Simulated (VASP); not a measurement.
# CdB6Ir (Fm-3m) in VASP: single point with PBE

Aim: the single point of CdB6Ir with PBE.

Everything below comes from runs of VASP 6.6.1. Logs are shortened: lines on timing, memory, paths and dates and some standing lists are left out, and cuts for length are marked.

## (1) The cell of the first run

Symmetry: Fm-3m, No. 225, cubic system. The conventional cell has a = 7.668 Å, b = 7.668 Å, c = 7.668 Å, α = 90.00°, β = 90.00°, γ = 90.00°. Cd (site symmetry m-3m) has 6 B at 1.96 Å within 2.6 Å. Within 2.5 Å of B (site symmetry 4mm) lie 1 Ir at 1.88 Å and 1 Cd at 1.96 Å. Within 2.5 Å of Ir (site symmetry m-3m) lie 6 B at 1.88 Å.

## (2) Single point, PBE

File INCAR:

```
  PREC = Accurate
  ENCUT = 520
  EDIFF = 1E-7
  ISMEAR = 0
  SIGMA = 0.1
  LREAL = F
  LASPH = T
  NELM = 60
  ALGO = Normal
  ISIF = 2
  LWAVE = F
  LCHARG = F
  GGA = PE
  NBANDS = 30
```

File KPOINTS:

```
regular mesh
0
Gamma
  4 4 4
```

File POSCAR:

```
CdB6Ir
1.0
    0.0000000000      3.8338589100      3.8338589100
    3.8338589100      0.0000000000      3.8338589100
    3.8338589100      3.8338589100      0.0000000000
Cd B Ir
1 6 1
Direct
    0.0000000000      0.0000000000      0.0000000000
    0.7449993200      0.2550006800      0.2550006800
    0.2550006800      0.7449993200      0.7449993200
    0.2550006800      0.7449993200      0.2550006800
    0.7449993200      0.2550006800      0.7449993200
    0.2550006800      0.2550006800      0.7449993200
    0.7449993200      0.7449993200      0.2550006800
    0.5000000000      0.5000000000      0.5000000000
```

Potentials or basis: VASP PAW PBE potentials, release 64 (Cd, B, Ir).

Launch:

```console
$ cat potpaw_PBE.64/Cd/POTCAR potpaw_PBE.64/B/POTCAR potpaw_PBE.64/Ir/POTCAR > POTCAR
$ mpirun -np 1 vasp_std > vasp.out
```

OUTCAR:

```text
PREC = Accurate
   ENCUT = 520
   EDIFF = 1E-7
   ISMEAR = 0
   LREAL = F
   LASPH = T
   NELM = 60
   ISIF = 2
   GGA = PE

 ion  position               nearest neighbor table
   1  0.000  0.000  0.000-   2 1.96   3 1.96   4 1.96   5 1.96   6 1.96   7 1.96
   2  0.745  0.255  0.255-   8 1.88   1 1.96
   3  0.255  0.745  0.745-   8 1.88   1 1.96
   4  0.255  0.745  0.255-   8 1.88   1 1.96
   5  0.745  0.255  0.745-   8 1.88   1 1.96
   6  0.255  0.255  0.745-   8 1.88   1 1.96
   7  0.745  0.745  0.255-   8 1.88   1 1.96
   8  0.500  0.500  0.500-   2 1.88   3 1.88   4 1.88   5 1.88   6 1.88   7 1.88

  LATTYP: Found a face centered cubic cell.
 ALAT       =     7.6677178200

  Lattice vectors:

 A1 = (   0.0000000000,   3.8338589100,   3.8338589100)
 A2 = (   3.8338589100,   0.0000000000,   3.8338589100)
 A3 = (   3.8338589100,   3.8338589100,   0.0000000000)

Analysis of symmetry for initial positions (statically):
=====================================================================
 Subroutine PRICEL returns:
 Original cell was already a primitive cell.

 Routine SETGRP: Setting up the symmetry group for a
 face centered cubic supercell.

 Subroutine GETGRP returns: Found 48 space group operations
 (whereof 48 operations were pure point group operations)
 out of a pool of 48 trial point group operations.

The static configuration has the point symmetry O_h .

Analysis of symmetry for dynamics (positions and initial velocities):
=====================================================================
 Subroutine PRICEL returns:
 Original cell was already a primitive cell.

 Routine SETGRP: Setting up the symmetry group for a
 face centered cubic supercell.

 Subroutine GETGRP returns: Found 48 space group operations
 (whereof 48 operations were pure point group operations)
 out of a pool of 48 trial point group operations.

The dynamic configuration has the point symmetry O_h .

 Subroutine INISYM returns: Found 48 space group operations
 (whereof 48 operations are pure point group operations),
 and found     1 'primitive' translations

----------------------------------------------------------------------------------------

                                     Primitive cell

  volume of cell :     112.7038

  direct lattice vectors                    reciprocal lattice vectors
     0.000000000  3.833858910  3.833858910    -0.130416902  0.130416902  0.130416902
     3.833858910  0.000000000  3.833858910     0.130416902 -0.130416902  0.130416902
     3.833858910  3.833858910  0.000000000     0.130416902  0.130416902 -0.130416902

  length of vectors
     5.421895267  5.421895267  5.421895267     0.225888700  0.225888700  0.225888700

  position of ions in fractional coordinates (direct lattice)
     0.000000000  0.000000000  0.000000000
     0.744999320  0.255000680  0.255000680
     0.255000680  0.744999320  0.744999320
     0.255000680  0.744999320  0.255000680
     0.744999320  0.255000680  0.744999320
     0.255000680  0.255000680  0.744999320
     0.744999320  0.744999320  0.255000680
     0.500000000  0.500000000  0.500000000

  ion indices of the primitive-cell ions
   primitive index   ion index
                 1           1
                 2           2
                 3           3
                 4           4
                 5           5
                 6           6
                 7           7
                 8           8

----------------------------------------------------------------------------------------

 KPOINTS: regular mesh

Automatic generation of k-mesh.
 Grid dimensions read from file:
 generate k-points for:    4    4    4

 Generating k-lattice:

  Cartesian coordinates                     Fractional coordinates (reciprocal lattice)
    -0.032604225  0.032604225  0.032604225     0.250000000  0.000000000  0.000000000
     0.032604225 -0.032604225  0.032604225     0.000000000  0.250000000  0.000000000
     0.032604225  0.032604225 -0.032604225     0.000000000  0.000000000  0.250000000

  Length of vectors
     0.056472175  0.056472175  0.056472175

  Shift w.r.t. Gamma in fractional coordinates (k-lattice)
     0.000000000  0.000000000  0.000000000

 Subroutine IBZKPT returns following result:
 ===========================================

 Found      8 irreducible k-points:

 Following reciprocal coordinates:
            Coordinates               Weight
  0.000000  0.000000  0.000000      1.000000
  0.250000  0.000000  0.000000      8.000000
  0.500000  0.000000  0.000000      4.000000
  0.250000  0.250000  0.000000      6.000000
  0.500000  0.250000  0.000000     24.000000
 -0.250000  0.250000  0.000000     12.000000
  0.500000  0.500000  0.000000      3.000000
 -0.250000  0.500000  0.250000      6.000000
   k-points           NKPTS =      8   k-points in BZ     NKDIM =      8   number of bands    NBANDS=     30
   number of dos      NEDOS =    301   number of ions     NIONS =      8
   total plane-waves  NPLWV =  64000
   dimension x,y,z NGX =    40 NGY =   40 NGZ =   40
   dimension x,y,z NGXF=    80 NGYF=   80 NGZF=   80
   ions per type =               1   6   1
   NGX,Y,Z   is equivalent  to a cutoff of  12.26, 12.26, 12.26 a.u.
   NGXF,Y,Z  is equivalent  to a cutoff of  24.53, 24.53, 24.53 a.u.
 SYSTEM =  unknown system
   PREC   = accura    normal or accurate (medium, high low for compatibility)
   ISTART =      0    job   : 0-new  1-cont  2-samecut
   ICHARG =      2    charge: 1-file 2-atom 10-const
   ISPIN  =      1    spin polarized calculation?
   LNONCOLLINEAR =      F non collinear calculations
   LSORBIT =      F    spin-orbit coupling
   LASPH  =      T    aspherical Exc in radial PAW
   ENCUT  =  520.0 eV  38.22 Ry    6.18 a.u.  10.08 10.08 10.08*2*pi/ulx,y,z
   NELM   =     60;   NELMIN=  2; NELMDL= -5     # of ELM steps
   EDIFF  = 0.1E-06   stopping-criterion for ELM
   LREAL  =      F    real-space projection
   EDIFFG = 0.1E-05   stopping-criterion for IOM
   NSW    =      0    number of steps for IOM
   IBRION =     -1    ionic relax: 0-MD 1-quasi-New 2-CG
   NFREE  =      0    steps in history (QN), initial steepest desc. (CG)
   ISIF   =      2    stress and relaxation
   ISYM   =      2    0-nonsym 1-usesym 2-fastsym
   POTIM  = 0.5000    time-step for ionic-motion
   TEBEG  =    0.0;   TEEND  =   0.0 temperature during run
   PSTRESS=    0.0 pullay stress
   NELECT =      39.0000    total number of electrons
   NUPDOWN=      -1.0000    fix difference up-down
   EMIN   =  10.00;   EMAX   =-10.00  energy-range for DOS
   EFERMI =   0.00;   METHOD = LEGACY
   ISMEAR =     0;   SIGMA  =   0.10  broadening in eV -4-tet -1-fermi 0-gaus
   EFERMI_NEDOS =   21; number of points for ismear=-14 and -15
   IALGO  =     38    algorithm
   IMIX   =      4    mixing-type and parameters
     AMIX     =   0.40;   BMIX     =  1.00
     AMIX_MAG =   1.60;   BMIX_MAG =  1.00
  volume/ion in A,a.u.               =      14.09        95.07
  Fermi-wavevector in a.u.,A,eV,Ry     =   1.149345  2.171946 17.973200  1.320993
  Thomas-Fermi vector in A             =   2.286015
   LORBIT       =      0    0 simple, 1 ext, 2 COOP (PROOUT), +10 PAW based schemes
   GGA     = PE    functional components
   LHFCALC =     F    Hartree Fock is set to
   AEXX    =    0.0000 exact exchange contribution
   IVDW    =     0    specifies the selected vdW correction
   LEPSILON=     F    determine dielectric tensor
   LRPA    =     F    only Hartree local field effects (RPA)
 non-spin polarized calculation
 Gauss-broadening in eV      SIGMA  =   0.10
  energy-cutoff  :      520.00
  volume of cell :      112.70
 maximum number of plane-waves:      3071
   NGX = 21   NGY = 21   NGZ = 21

 number of electron      39.0000007 magnetization

 Free energy of the ion-electron system (eV)
  ---------------------------------------------------
  ext. energy  EPLUGINS =         0.00000000
  ---------------------------------------------------
  free energy    TOTEN  =       -28.85740332 eV

  energy without entropy =      -28.80815006  energy(sigma->0) =      -28.83277669

 E-fermi :   4.1315     XC(G=0):  -9.9032

 val. band max:        4.1225088316   @ k =  -0.2500   0.5000   0.2500
 cond. band min:       4.1682962031   @ k =   0.2500   0.2500   0.0000
 fundamental gap:      0.0457873715
 Fermi energy:         4.1314835897

 k-point     1 :       0.0000    0.0000    0.0000
  band No.  band energies     occupation
      1      -9.3284      2.00000
      2      -9.3284      2.00000
      3      -8.4084      2.00000
      4      -8.0523      2.00000
      5      -8.0523      2.00000
      6      -8.0523      2.00000
[... 22 lines left out ...]
     29       7.3288      0.00000
     30       8.2180      0.00000

 k-point     2 :       0.2500    0.0000    0.0000
  band No.  band energies     occupation
      1      -9.3293      2.00000
      2      -9.3293      2.00000
      3      -8.0740      2.00000
      4      -8.0322      2.00000
      5      -8.0322      2.00000
      6      -8.0034      2.00000
[... 22 lines left out ...]
     29       7.8247      0.00000
     30       8.3507      0.00000

 k-point     3 :       0.5000    0.0000    0.0000
  band No.  band energies     occupation
      1      -9.3304      2.00000
      2      -9.3304      2.00000
      3      -8.0418      2.00000
      4      -8.0115      2.00000
      5      -8.0115      2.00000
      6      -6.9955      2.00000
[... 154 lines left out ...]
     29       6.9558      0.00000
     30       8.1326      0.00000

 k-point     8 :      -0.2500    0.5000    0.2500
  band No.  band energies     occupation
      1      -9.3722      2.00000
      2      -9.3224      2.00000
      3      -8.0252      2.00000
      4      -8.0252      2.00000
      5      -7.9890      2.00000
      6      -6.9553      2.00000
[... 22 lines left out ...]
     29       7.5476      0.00000
     30       7.8671      0.00000

------------------------ aborting loop because EDIFF is reached ----------------------------------------

  FORCE on cell =-STRESS in cart. coord.  units (eV):
  Direction    XX          YY          ZZ          XY          YZ          ZX
  --------------------------------------------------------------------------------------
  -------------------------------------------------------------------------------------
  Total       28.2291403     28.2291403     28.2291403      0.0000000      0.0000000     -0.0000000
  in kB      401.3006469    401.3006469    401.3006469      0.0000000      0.0000000     -0.0000000
  external PRESSURE =     401.3006469 kB  Pullay stress =       0.0000000 kB

 VOLUME and BASIS-vectors are now :
 -----------------------------------------------------------------------------
  energy-cutoff  :      520.00
  volume of cell :      112.70
      direct lattice vectors                 reciprocal lattice vectors
     0.000000000  3.833858910  3.833858910    -0.130416902  0.130416902  0.130416902
     3.833858910  0.000000000  3.833858910     0.130416902 -0.130416902  0.130416902
     3.833858910  3.833858910  0.000000000     0.130416902  0.130416902 -0.130416902

 POSITION                                       TOTAL-FORCE (eV/Angst)
 -----------------------------------------------------------------------------------
      0.00000      0.00000      0.00000        -0.000000      0.000000     -0.000000
      1.95527      3.83386      3.83386        -1.097960      0.000000     -0.000000
      5.71244      3.83386      3.83386         1.097960      0.000000     -0.000000
      3.83386      1.95527      3.83386        -0.000000     -1.097960     -0.000000
      3.83386      5.71244      3.83386        -0.000000      1.097960     -0.000000
      3.83386      3.83386      1.95527        -0.000000      0.000000     -1.097960
      3.83386      3.83386      5.71244        -0.000000      0.000000      1.097960
      3.83386      3.83386      3.83386        -0.000000     -0.000000     -0.000000
 -----------------------------------------------------------------------------------
    total drift:                                0.000000     -0.000000     -0.000000

  FREE ENERGIE OF THE ION-ELECTRON SYSTEM (eV)
  ---------------------------------------------------
  free  energy   TOTEN  =       -28.8574033151 eV

  energy  without entropy=      -28.8081500624  energy(sigma->0) =      -28.83277669
```

It took 78 s on 1 thread of Intel Xeon 6975P-C, shared host; peak memory 0.26 GiB.

Results:

```
Free energy   : -28.8574 eV
Pressure      : 40.1 GPa
Largest force : 1.098 eV/Å
```

Forces in eV/Å, atoms in the order of the input:
```
Cd   0.000  0.000  0.000
B   -1.098  0.000  0.000
B    1.098  0.000  0.000
B    0.000 -1.098  0.000
B    0.000  1.098  0.000
B    0.000  0.000 -1.098
B    0.000  0.000  1.098
Ir   0.000  0.000  0.000
```

Caveat: spin-orbit coupling is left out, which moves the levels of the heavy elements; forces of over 1 eV/Å act on the atoms, so gaps and moduli don't describe the material at rest.
